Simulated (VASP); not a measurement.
# Be7S (P-6m2) in VASP: a series of runs, part 2 of 2

VASP 6.6.1. The steps go on from the part before.

**3. Single point, PBE**

This run uses another cell than the first one, of 9.43 Å³/atom, 0.997 times its volume.

INCAR reads:

```
SYSTEM = Be7S
ALGO = Normal ; EDIFF = 1E-6
ENCUT = 600 ; GGA = PE
GGA_COMPAT = .FALSE. ; ISIF = 2
ISMEAR = 0 ; LASPH = .TRUE.
LCHARG = .FALSE. ; LREAL = .FALSE.
LWAVE = .FALSE. ; NBANDS = 20
NELM = 120 ; PREC = Accurate
SIGMA = 0.2
```

KPOINTS reads:

```
k-points
0
G
  4 4 4
  0 0 0
```

POSCAR reads:

```
Be7S
1.0
    4.4640915277      0.0000000000      0.0000000000
   -2.2320457638      3.8660166678      0.0000000000
    0.0000000000      0.0000000000      4.3722948966
Be S
7 1
Direct
    0.4983184363      0.9966368726      0.0000000000
    0.4983184363      0.5016815637      0.0000000000
    0.0033631274      0.5016815637      0.0000000000
    0.3386322430      0.1693161215      0.5000000000
    0.8306838785      0.1693161215      0.5000000000
    0.8306838785      0.6613677570      0.5000000000
    0.3333333333      0.6666666667      0.5000000000
    0.0000000000      0.0000000000      0.0000000000
```

Potentials or basis: VASP PAW PBE potentials, release 64 (Be, S).

On the command line:

```bash
$ cat potpaw_PBE.64/Be/POTCAR potpaw_PBE.64/S/POTCAR > POTCAR
$ mpirun -np 1 vasp_std > vasp.out
```

OUTCAR:

```text
SYSTEM = Be7S
   EDIFF = 1E-6
   ENCUT = 600
   GGA = PE
   ISIF = 2
   ISMEAR = 0
   LASPH = .TRUE.
   LREAL = .FALSE.
   NELM = 120
   PREC = Accurate

 ion  position               nearest neighbor table
   1  0.498  0.997  0.000-   2 2.21   3 2.21   8 2.23   8 2.23   2 2.25   3 2.25
   2  0.498  0.502  0.000-   1 2.21   3 2.21   8 2.23   8 2.23   1 2.25   3 2.25
   3  0.003  0.502  0.000-   2 2.21   1 2.21   8 2.23   8 2.23   2 2.25   1 2.25
   4  0.339  0.169  0.500-   5 2.20   6 2.20   7 2.23   7 2.23   5 2.27   6 2.27   8 2.55   8 2.55

   5  0.831  0.169  0.500-   6 2.20   4 2.20   7 2.23   7 2.23   6 2.27   4 2.27   8 2.55   8 2.55

   6  0.831  0.661  0.500-   5 2.20   4 2.20   7 2.23   7 2.23   5 2.27   4 2.27   8 2.55   8 2.55

[... 479 lines left out ...]
  external PRESSURE =       1.8104073 kB  Pullay stress =       0.0000000 kB

 VOLUME and BASIS-vectors are now :
 -----------------------------------------------------------------------------
  energy-cutoff  :      600.00
  volume of cell :       75.46
      direct lattice vectors                 reciprocal lattice vectors
     4.464091528  0.000000000  0.000000000     0.224009744  0.129332086  0.000000000
    -2.232045764  3.866016668  0.000000000     0.000000000  0.258664172  0.000000000
     0.000000000  0.000000000  4.372294897     0.000000000  0.000000000  0.228712844

 POSITION                                       TOTAL-FORCE (eV/Angst)
 -----------------------------------------------------------------------------------
      0.00000      3.85301      0.00000         0.000000      0.019303     -0.000000
      1.10476      1.93951      0.00000         0.016717     -0.009652      0.000000
     -1.10476      1.93951      0.00000        -0.016717     -0.009652      0.000000
      1.13376      0.65458      2.18615         0.019673      0.011358     -0.000000
      3.33033      0.65458      2.18615        -0.019673      0.011358     -0.000000
      2.23205      2.55686      2.18615        -0.000000     -0.022716      0.000000
     -0.00000      2.57734      2.18615         0.000000     -0.000000      0.000000
      0.00000      0.00000      0.00000         0.000000     -0.000000      0.000000
 -----------------------------------------------------------------------------------
    total drift:                                0.000000     -0.000000      0.000000

  FREE ENERGIE OF THE ION-ELECTRON SYSTEM (eV)
  ---------------------------------------------------
  free  energy   TOTEN  =       -28.1532434371 eV

  energy  without entropy=      -28.1277334778  energy(sigma->0) =      -28.14048846
```

OSZICAR:

```text
N       E                     dE             d eps       ncg     rms          rms(c)
DAV:   1     0.359768689438E+02    0.35977E+02   -0.85727E+03   480   0.946E+02
DAV:   2    -0.252372043030E+02   -0.61214E+02   -0.57925E+02   644   0.169E+02
DAV:   3    -0.288346669485E+02   -0.35975E+01   -0.34961E+01   636   0.327E+01
DAV:   4    -0.288829516515E+02   -0.48285E-01   -0.48226E-01   640   0.452E+00
DAV:   5    -0.288834029854E+02   -0.45133E-03   -0.45129E-03   632   0.440E-01    0.137E+01
DAV:   6    -0.282312148148E+02    0.65219E+00   -0.86508E-01   632   0.518E+00    0.757E+00
DAV:   7    -0.281632087971E+02    0.68006E-01   -0.33750E-01   592   0.294E+00    0.328E+00
DAV:   8    -0.281547159639E+02    0.84928E-02   -0.42841E-02   596   0.127E+00    0.539E-01
DAV:   9    -0.281532328548E+02    0.14831E-02   -0.56573E-03   576   0.478E-01    0.172E-01
DAV:  10    -0.281532544529E+02   -0.21598E-04   -0.54234E-04   584   0.139E-01    0.811E-02
DAV:  11    -0.281532436434E+02    0.10809E-04   -0.23081E-05   612   0.298E-02    0.468E-02
DAV:  12    -0.281532436341E+02    0.93821E-08   -0.12449E-05   644   0.189E-02    0.939E-03
DAV:  13    -0.281532434371E+02    0.19699E-06   -0.41209E-07   360   0.389E-03
   1 F= -.28153243E+02 E0= -.28140488E+02  d E =-.255100E-01
```

stdout:

```text
POSCAR found type information on POSCAR BeS
 POSCAR found :  2 types and       8 ions
 scaLAPACK will be used
 LDA part: xc-table for (Slater+PW92), standard interpolation
 POSCAR, INCAR and KPOINTS ok, starting setup
 FFT: planning ... GRIDC
 FFT: planning ... GRID_SOFT
 FFT: planning ... GRID
 WAVECAR not read
 entering main loop
```

Run time: 14 s. Hardware: 1 thread of AMD EPYC 9R45 (Zen 5), shared host; peak memory 0.17 GiB.

Results:

```yaml
Free_energy: -28.1532 eV
Pressure: 0.2 GPa
Largest_force: 0.023 eV/Å
Band_gap_on_the_k_mesh: zero (band 10 reaches 8.61 eV, above the bottom of band 11 at 5.79 eV)
```

Forces in eV/Å, atoms in the order of the input:
```
Be   0.000  0.019  0.000
Be   0.017 -0.010  0.000
Be  -0.017 -0.010  0.000
Be   0.020  0.011  0.000
Be  -0.020  0.011  0.000
Be   0.000 -0.023  0.000
Be   0.000  0.000  0.000
S    0.000  0.000  0.000
```

Stress tensor (GPa, compression positive):
```
0.04 0.00 0.00
0.00 0.04 0.00
0.00 0.00 0.46
```

Levels at points of the mesh, in eV from the Fermi level:
```
           k point  band 6  band 7  band 8  band 9  band 10  band 11  band 12  band 13  band 14  band 15
(0.00, 0.00, 0.00)   -4.58   -3.60   -3.56   -3.56    -1.01    -0.01     1.96     1.96     2.04     2.04
(0.50, 0.00, 0.00)   -4.20   -4.13   -3.89   -2.11    -0.88    -0.28     0.39     0.41     1.22     1.60
(0.00, 0.00, 0.50)   -4.86   -3.87   -3.43   -3.43    -0.24    -0.09    -0.09     0.60     0.60     2.18
(0.50, 0.00, 0.50)   -5.48   -4.60   -3.96   -0.79     0.89     1.28     1.51     3.27     3.59     3.64
```

Caveat: the k points lie up to 0.41 Å⁻¹ apart.

**4. Single point, PBE**

This run uses another cell than the first one, of 11.77 Å³/atom, 1.244 times its volume.

INCAR reads:

```
SYSTEM = Be7S
PREC = Accurate ; ENCUT = 600
EDIFF = 1E-6 ; ISMEAR = 0
SIGMA = 0.2 ; LREAL = .False.
LASPH = .True. ; NELM = 120
ALGO = Normal ; ISIF = 2
LWAVE = .False. ; LCHARG = .True.
GGA = PE ; LELF = .True.
LVHAR = .True. ; NBANDS = 20
GGA_COMPAT = .False.
```

KPOINTS reads:

```
regular mesh
0
Gamma
  5 5 3
  0 0 0
```

POSCAR reads:

```
Be7S
1.0
    4.2997503551     -0.0000000033      0.0000000000
   -2.1498751747      3.7236930391      0.0000000000
    0.0000000000      0.0000000000      5.8792119244
Be S
7 1
Direct
    0.4977499141      0.5022500859      0.7187234939
    0.4977499141      0.9954998283      0.7187234939
    0.0045001717      0.5022500859      0.7187234939
    0.4977499141      0.5022500859      0.2812765061
    0.4977499141      0.9954998283      0.2812765061
    0.0045001717      0.5022500859      0.2812765061
    0.6666666667      0.3333333333      0.0000000000
    0.0000000000      0.0000000000      0.5000000000
```

On the command line:

```bash
$ cat potpaw_PBE.64/Be/POTCAR potpaw_PBE.64/S/POTCAR > POTCAR
$ mpirun -np 1 vasp_std > vasp.out
```

Run time: 16 s. Hardware: 1 thread of AMD EPYC 9R45 (Zen 5), shared host; peak memory 0.2 GiB.

It converged, with:

```
Free energy            : -25.0259 eV
Pressure               : 0.2 GPa
Largest force          : 0.016 eV/Å
Band gap on the k mesh : zero (band 10 reaches 5.19 eV, above the bottom of band 11 at 4.28 eV)
```

Forces on the atoms (eV/Å):
```
Be  -0.010  0.006 -0.011
Be   0.000 -0.012 -0.011
Be   0.010  0.006 -0.011
Be  -0.010  0.006  0.011
Be   0.000 -0.012  0.011
Be   0.010  0.006  0.011
Be   0.000  0.000  0.000
S    0.000  0.000  0.000
```

Stress tensor (GPa, compression positive):
```
0.31 0.00 0.00
0.00 0.31 0.00
0.00 0.00 0.02
```

Levels at points of the mesh, in eV from the Fermi level:
| k point | band 8 | band 9 | band 10 | band 11 | band 12 | band 13 |
| --- | --- | --- | --- | --- | --- | --- |
| (0.00, 0.00, 0.00) | -2.59 | -0.71 | 0.49 | 0.49 | 0.58 | 0.58 |

**5. Summary**

| cell | k mesh | gap on the mesh (eV) | pressure (GPa) | largest force (eV/Å) |
| --- | --- | --- | --- | --- |
| a = 4.462, b = 4.462, c = 4.389 Å, angles 90.0, 90.0, 120.0°, 8 atoms | 4 × 4 × 4 | none | 0.1 | 0.01 |
| a = 4.464, b = 4.464, c = 4.372 Å, angles 90.0, 90.0, 120.0°, 8 atoms | 4 × 4 × 4 | none | 0.2 | 0.02 |
| a = 4.300, b = 4.300, c = 5.879 Å, angles 90.0, 90.0, 120.0°, 8 atoms | 5 × 5 × 3 | none | 0.2 | 0.02 |

Alike in all rows: task single point; level PBE; potentials or basis VASP PAW PBE potentials, release 64 (Be, S); no spin polarisation; cutoff (eV) 600; smearing gaussian 0.2 eV.

Caveats: some runs use coarse meshes.

Total energies depend on the potentials used, so only differences within one code and one set of settings carry meaning.
